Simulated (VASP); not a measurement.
## K3SI: single point with r2SCAN+rVV10

K3SI:

```
I S K
1.0
     5.93360    0.00000    0.00000
     0.00000    5.93360    0.00000
     0.00000    0.00000    5.93360
I S K
1 1 3
Direct
  0.00000 0.00000 0.00000
  0.50000 0.50000 0.50000
  0.50000 0.50000 0.00000
  0.50000 0.00000 0.50000
  0.00000 0.50000 0.50000
```

| Property | Result |
| --- | --- |
| Program | VASP 6.6.1 |
| Task | single point |
| Functional | r2SCAN |
| Dispersion | rVV10 |
| Potentials or basis | VASP PAW PBE potentials, release 64 (I, S, K_sv) |
| Cutoff | 520 eV |
| k mesh | 4 × 4 × 4 |
| Occupations | fermi-dirac, width 0.03 eV |
| Spin | no spin polarisation |

```yaml
Pressure: 0.1 GPa
Band_gap_on_the_k_mesh: 2.10 eV, direct
```

Levels at points of the mesh, in eV from the valence-band top:
```tsv
k point	band 17	band 18	band 19	band 20	band 21	band 22	band 23	band 24
(0.00, 0.00, 0.00)	-2.07	0.00	0.00	0.00	2.10	3.68	3.68	4.95
(0.50, 0.00, 0.00)	-2.07	-0.76	-0.11	-0.11	3.40	4.33	4.40	5.54
(0.50, 0.50, 0.00)	-2.08	-0.67	-0.67	-0.17	3.96	4.27	5.24	5.24
(0.50, 0.50, 0.50)	-2.24	-0.86	-0.86	-0.86	4.70	4.70	4.70	5.30
```

Run time: 9.7 min on 1 thread of Oxide Virtual Turin-like Processor, with other jobs on the host, peak memory 0.74 GiB.

Caveat: the PAW data sets were made with another functional, which shifts forces and pressure a little; spin-orbit coupling is left out, which moves the levels of the heavy elements. r2SCAN opens gaps a little over a GGA but as a rule still falls short of measured ones.
